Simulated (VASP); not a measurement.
# Cs (P6_3/mmc) in VASP: a series of runs

Cs is run at these levels: RPBE; tasks: single point.

Everything below comes from runs of VASP 6.6.1. Logs are shortened: lines on timing, memory, paths and dates and some standing lists are left out, and cuts for length are marked.

### 1 The cell of the first run

The structure is hexagonal, space group P6_3/mmc (No. 194). The conventional cell has a = 5.461 Å, b = 5.461 Å, c = 8.957 Å, α = 90.00°, β = 90.00°, γ = 120.00°.

### 2 Single point, RPBE (volume scaled by 0.88)

File INCAR:

```
SYSTEM = Cs
PREC = Accurate ; ENCUT = 520
EDIFF = 1E-6 ; ISMEAR = -1
SIGMA = 0.1 ; LREAL = .FALSE.
LASPH = .TRUE. ; NELM = 100
ALGO = Normal ; ISIF = 2
LWAVE = .FALSE. ; LCHARG = .TRUE.
GGA = RP ; LELF = .TRUE.
LVHAR = .TRUE. ; NBANDS = 16
```

File KPOINTS:

```
regular mesh
0
G
  7 7 4
  0 0 0
```

File POSCAR:

```
Cs
1.0
    5.4606193195      0.0000000000      0.0000000000
   -2.7303096598      4.7290350511      0.0000000000
    0.0000000000      0.0000000000      8.9565570897
Cs
2
Direct
    0.3333333333      0.6666666667      0.2500000000
    0.6666666667      0.3333333333      0.7500000000
```

Potentials or basis: VASP PAW PBE potentials, release 64 (Cs_sv).

On the command line:

```sh
> cat potpaw_PBE.64/Cs_sv/POTCAR > POTCAR
> mpirun -np 1 vasp_std > vasp.out
```

OUTCAR:

```text
SYSTEM = Cs
   PREC = Accurate
   ENCUT = 520
   EDIFF = 1E-6
   ISMEAR = -1
   LREAL = .FALSE.
   LASPH = .TRUE.
   NELM = 100
   ISIF = 2
   GGA = RP

 ion  position               nearest neighbor table
   1  0.333  0.667  0.250-
   2  0.667  0.333  0.750-

  LATTYP: Found a hexagonal cell.
 ALAT       =     5.4606193195
 C/A-ratio  =     1.6402090250

  Lattice vectors:

 A1 = (   5.4606193195,   0.0000000000,   0.0000000000)
 A2 = (  -2.7303096598,   4.7290350511,   0.0000000000)
 A3 = (   0.0000000000,   0.0000000000,   8.9565570897)

Analysis of symmetry for initial positions (statically):
=====================================================================
 Subroutine PRICEL returns:
 Original cell was already a primitive cell.

 Routine SETGRP: Setting up the symmetry group for a
 hexagonal supercell.

 Subroutine GETGRP returns: Found 24 space group operations
 (whereof 12 operations were pure point group operations)
 out of a pool of 24 trial point group operations.

The static configuration has the point symmetry D_3d.
 The point group associated with its full space group is D_6h.

Analysis of symmetry for dynamics (positions and initial velocities):
=====================================================================
 Subroutine PRICEL returns:
 Original cell was already a primitive cell.

 Routine SETGRP: Setting up the symmetry group for a
 hexagonal supercell.

 Subroutine GETGRP returns: Found 24 space group operations
 (whereof 12 operations were pure point group operations)
 out of a pool of 24 trial point group operations.

The dynamic configuration has the point symmetry D_3d.
 The point group associated with its full space group is D_6h.

 Subroutine INISYM returns: Found 24 space group operations
 (whereof 12 operations are pure point group operations),
 and found     1 'primitive' translations

----------------------------------------------------------------------------------------

                                     Primitive cell

  volume of cell :     231.2893

  direct lattice vectors                    reciprocal lattice vectors
     5.460619320  0.000000000  0.000000000     0.183129411  0.105729815  0.000000000
    -2.730309660  4.729035051  0.000000000     0.000000000  0.211459630  0.000000000
     0.000000000  0.000000000  8.956557090     0.000000000  0.000000000  0.111650045

  length of vectors
     5.460619320  5.460619320  8.956557090     0.211459630  0.211459630  0.111650045

  position of ions in fractional coordinates (direct lattice)
     0.333333333  0.666666667  0.250000000
     0.666666667  0.333333333  0.750000000

  ion indices of the primitive-cell ions
   primitive index   ion index
                 1           1
                 2           2

----------------------------------------------------------------------------------------

 KPOINTS: regular mesh

Automatic generation of k-mesh.
 Grid dimensions read from file:
 generate k-points for:    7    7    4

 Generating k-lattice:

  Cartesian coordinates                     Fractional coordinates (reciprocal lattice)
     0.026161344  0.015104259  0.000000000     0.142857143  0.000000000  0.000000000
     0.000000000  0.030208519  0.000000000     0.000000000  0.142857143  0.000000000
     0.000000000  0.000000000  0.027912511     0.000000000  0.000000000  0.250000000

  Length of vectors
     0.030208519  0.030208519  0.027912511

  Shift w.r.t. Gamma in fractional coordinates (k-lattice)
     0.000000000  0.000000000  0.000000000

 Subroutine IBZKPT returns following result:
 ===========================================

 Found     24 irreducible k-points:

 Following reciprocal coordinates:
            Coordinates               Weight
  0.000000  0.000000  0.000000      1.000000
  0.142857  0.000000  0.000000      6.000000
  0.285714  0.000000  0.000000      6.000000
  0.428571  0.000000  0.000000      6.000000
  0.142857  0.142857  0.000000      6.000000
  0.285714  0.142857  0.000000     12.000000
[... 16 lines left out ...]
  0.428571  0.142857  0.500000      6.000000
  0.285714  0.285714  0.500000      6.000000
   k-points           NKPTS =     24   k-points in BZ     NKDIM =     24   number of bands    NBANDS=     16
   number of dos      NEDOS =    301   number of ions     NIONS =      2
   total plane-waves  NPLWV = 123480
   dimension x,y,z NGX =    42 NGY =   42 NGZ =   70
   dimension x,y,z NGXF=    84 NGYF=   84 NGZF=  140
   ions per type =               2
   NGX,Y,Z   is equivalent  to a cutoff of  12.79, 12.79, 12.99 a.u.
   NGXF,Y,Z  is equivalent  to a cutoff of  25.57, 25.57, 25.99 a.u.
 SYSTEM =  Cs
   PREC   = accura    normal or accurate (medium, high low for compatibility)
   ISTART =      0    job   : 0-new  1-cont  2-samecut
   ICHARG =      2    charge: 1-file 2-atom 10-const
   ISPIN  =      1    spin polarized calculation?
   LNONCOLLINEAR =      F non collinear calculations
   LSORBIT =      F    spin-orbit coupling
   LASPH  =      T    aspherical Exc in radial PAW
   ENCUT  =  520.0 eV  38.22 Ry    6.18 a.u.  10.15 10.15 16.65*2*pi/ulx,y,z
   NELM   =    100;   NELMIN=  2; NELMDL= -5     # of ELM steps
   EDIFF  = 0.1E-05   stopping-criterion for ELM
   LREAL  =      F    real-space projection
[... 7 lines left out ...]
   TEBEG  =    0.0;   TEEND  =   0.0 temperature during run
   PSTRESS=    0.0 pullay stress
   NELECT =      18.0000    total number of electrons
   NUPDOWN=      -1.0000    fix difference up-down
   EMIN   =  10.00;   EMAX   =-10.00  energy-range for DOS
   EFERMI =   0.00;   METHOD = LEGACY
   ISMEAR =    -1;   SIGMA  =   0.10  broadening in eV -4-tet -1-fermi 0-gaus
   EFERMI_NEDOS =   21; number of points for ismear=-14 and -15
   IALGO  =     38    algorithm
   IMIX   =      4    mixing-type and parameters
     AMIX     =   0.40;   BMIX     =  1.00
     AMIX_MAG =   1.60;   BMIX_MAG =  1.00
  volume/ion in A,a.u.               =     115.64       780.41
  Fermi-wavevector in a.u.,A,eV,Ry     =   0.698952  1.320827  6.646901  0.488533
  Thomas-Fermi vector in A             =   1.782697
   LORBIT       =      0    0 simple, 1 ext, 2 COOP (PROOUT), +10 PAW based schemes
   GGA     = RP    functional components
   LHFCALC =     F    Hartree Fock is set to
   AEXX    =    0.0000 exact exchange contribution
   IVDW    =     0    specifies the selected vdW correction
   LEPSILON=     F    determine dielectric tensor
   LRPA    =     F    only Hartree local field effects (RPA)
 non-spin polarized calculation
  energy-cutoff  :      520.00
  volume of cell :      231.29
 maximum number of plane-waves:      6267
 NGX is ok and might be reduce to    42
   NGX = 21   NGY = 21   NGZ = 33

 number of electron      18.0000002 magnetization

 Free energy of the ion-electron system (eV)
  ---------------------------------------------------
  ext. energy  EPLUGINS =         0.00000000
  ---------------------------------------------------
  free energy    TOTEN  =        -1.49442703 eV

  energy without entropy =       -1.41602181  energy(sigma->0) =       -1.45522442

 E-fermi :   0.5808     XC(G=0):  -5.2516

 val. band max:        0.5658284244   @ k =   0.0000   0.0000   0.0000
 cond. band min:       0.5816360496   @ k =   0.1429   0.1429   0.2500
 fundamental gap:      0.0158076252
 Fermi energy:         0.5807630379

 k-point     1 :       0.0000    0.0000    0.0000
  band No.  band energies     occupation
      1     -23.3352      2.00000
      2     -23.3295      2.00000
      3     -10.2250      2.00000
      4     -10.1147      2.00000
      5     -10.1147      2.00000
      6     -10.0975      2.00000
[... 8 lines left out ...]
     15       3.3055      0.00000
     16       3.3055      0.00000

 k-point     2 :       0.1429    0.0000    0.0000
  band No.  band energies     occupation
      1     -23.3342      2.00000
      2     -23.3290      2.00000
      3     -10.2167      2.00000
      4     -10.1335      2.00000
      5     -10.1205      2.00000
      6     -10.1169      2.00000
[... 8 lines left out ...]
     15       3.2751      0.00000
     16       3.2793      0.00000

 k-point     3 :       0.2857    0.0000    0.0000
  band No.  band energies     occupation
      1     -23.3318      2.00000
      2     -23.3280      2.00000
      3     -10.1957      2.00000
      4     -10.1761      2.00000
      5     -10.1588      2.00000
      6     -10.1331      2.00000
[... 8 lines left out ...]
     15       3.1273      0.00000
     16       3.6527      0.00000

 k-point     4 :       0.4286    0.0000    0.0000
  band No.  band energies     occupation
      1     -23.3297      2.00000
      2     -23.3275      2.00000
      3     -10.2104      2.00000
      4     -10.1910      2.00000
      5     -10.1728      2.00000
      6     -10.1428      2.00000
[... 8 lines left out ...]
     15       2.9372      0.00000
     16       4.0805      0.00000

 k-point     5 :       0.1429    0.1429    0.0000
  band No.  band energies     occupation
      1     -23.3325      2.00000
      2     -23.3283      2.00000
      3     -10.2020      2.00000
      4     -10.1579      2.00000
      5     -10.1524      2.00000
      6     -10.1266      2.00000
[... 8 lines left out ...]
     15       3.1029      0.00000
     16       3.4705      0.00000

 k-point     6 :       0.2857    0.1429    0.0000
  band No.  band energies     occupation
      1     -23.3302      2.00000
      2     -23.3276      2.00000
      3     -10.1931      2.00000
      4     -10.1799      2.00000
      5     -10.1790      2.00000
      6     -10.1452      2.00000
[... 8 lines left out ...]
     15       2.7680      0.00000
     16       3.7346      0.00000

 k-point     7 :       0.4286    0.1429    0.0000
  band No.  band energies     occupation
      1     -23.3290      2.00000
      2     -23.3275      2.00000
      3     -10.2095      2.00000
      4     -10.1900      2.00000
      5     -10.1635      2.00000
      6     -10.1548      2.00000
[... 8 lines left out ...]
     15       2.6598      0.00000
     16       3.7796      0.00000

 k-point     8 :       0.2857    0.2857    0.0000
  band No.  band energies     occupation
      1     -23.3286      2.00000
      2     -23.3275      2.00000
      3     -10.1963      2.00000
      4     -10.1832      2.00000
      5     -10.1659      2.00000
      6     -10.1580      2.00000
[... 8 lines left out ...]
     15       2.6035      0.00000
     16       3.4646      0.00000

 k-point     9 :       0.0000    0.0000    0.2500
  band No.  band energies     occupation
      1     -23.3343      2.00000
      2     -23.3303      2.00000
      3     -10.2068      2.00000
      4     -10.1166      2.00000
      5     -10.1122      2.00000
      6     -10.1122      2.00000
[... 8 lines left out ...]
     15       3.1753      0.00000
     16       3.1753      0.00000
[... 172 lines left out ...]
 k-point    19 :       0.2857    0.0000    0.5000
  band No.  band energies     occupation
      1     -23.3299      2.00000
      2     -23.3299      2.00000
      3     -10.1887      2.00000
      4     -10.1887      2.00000
      5     -10.1318      2.00000
      6     -10.1318      2.00000
[... 8 lines left out ...]
     15       3.3570      0.00000
     16       3.3570      0.00000

 k-point    20 :       0.4286    0.0000    0.5000
  band No.  band energies     occupation
      1     -23.3286      2.00000
      2     -23.3286      2.00000
      3     -10.2170      2.00000
      4     -10.2170      2.00000
      5     -10.1317      2.00000
      6     -10.1317      2.00000
[... 8 lines left out ...]
     15       3.4201      0.00000
     16       3.4201      0.00000

 k-point    21 :       0.1429    0.1429    0.5000
  band No.  band energies     occupation
      1     -23.3304      2.00000
      2     -23.3304      2.00000
      3     -10.1785      2.00000
      4     -10.1785      2.00000
      5     -10.1314      2.00000
      6     -10.1314      2.00000
[... 8 lines left out ...]
     15       3.2402      0.00000
     16       3.2402      0.00000

 k-point    22 :       0.2857    0.1429    0.5000
  band No.  band energies     occupation
      1     -23.3289      2.00000
      2     -23.3289      2.00000
      3     -10.2031      2.00000
      4     -10.2031      2.00000
      5     -10.1428      2.00000
      6     -10.1428      2.00000
[... 8 lines left out ...]
     15       3.2265      0.00000
     16       3.2265      0.00000

 k-point    23 :       0.4286    0.1429    0.5000
  band No.  band energies     occupation
      1     -23.3282      2.00000
      2     -23.3282      2.00000
      3     -10.2153      2.00000
      4     -10.2153      2.00000
      5     -10.1487      2.00000
      6     -10.1487      2.00000
[... 8 lines left out ...]
     15       3.2745      0.00000
     16       3.2745      0.00000

 k-point    24 :       0.2857    0.2857    0.5000
  band No.  band energies     occupation
      1     -23.3281      2.00000
      2     -23.3281      2.00000
      3     -10.2037      2.00000
      4     -10.2037      2.00000
      5     -10.1668      2.00000
      6     -10.1668      2.00000
[... 8 lines left out ...]
     15       3.2454      0.00000
     16       3.2454      0.00000

------------------------ aborting loop because EDIFF is reached ----------------------------------------

  FORCE on cell =-STRESS in cart. coord.  units (eV):
  Direction    XX          YY          ZZ          XY          YZ          ZX
  --------------------------------------------------------------------------------------
  -------------------------------------------------------------------------------------
  Total        0.3815752      0.3815752      0.3865751     -0.0000000      0.0000000      0.0000000
  in kB        2.6432311      2.6432311      2.6778663     -0.0000000      0.0000000      0.0000000
  external PRESSURE =       2.6547762 kB  Pullay stress =       0.0000000 kB

 VOLUME and BASIS-vectors are now :
 -----------------------------------------------------------------------------
  energy-cutoff  :      520.00
  volume of cell :      231.29
      direct lattice vectors                 reciprocal lattice vectors
     5.460619320  0.000000000  0.000000000     0.183129411  0.105729815  0.000000000
    -2.730309660  4.729035051  0.000000000     0.000000000  0.211459630  0.000000000
     0.000000000  0.000000000  8.956557090     0.000000000  0.000000000  0.111650045

 POSITION                                       TOTAL-FORCE (eV/Angst)
 -----------------------------------------------------------------------------------
     -0.00000      3.15269      2.23914        -0.000000      0.000000      0.000000
      2.73031      1.57635      6.71742         0.000000     -0.000000      0.000000
 -----------------------------------------------------------------------------------
    total drift:                                0.000000     -0.000000      0.000000

  FREE ENERGIE OF THE ION-ELECTRON SYSTEM (eV)
  ---------------------------------------------------
  free  energy   TOTEN  =        -1.4944270295 eV

  energy  without entropy=       -1.4160218125  energy(sigma->0) =       -1.45522442
```

Wall time 55 s (1 thread of Intel Xeon Platinum 8488C (Sapphire Rapids), shared host); peak memory 0.35 GiB.

What came out:

```
Free energy            : -1.4944 eV
Pressure               : 0.3 GPa
Band gap on the k mesh : zero (band 9 reaches 1.06 eV, above the bottom of band 10 at -0.48 eV)
```

Caveat: the PAW data sets were made with another functional, which shifts forces and pressure a little; spin-orbit coupling is left out, which moves the levels of the heavy elements.

[end of part 1 of 2]
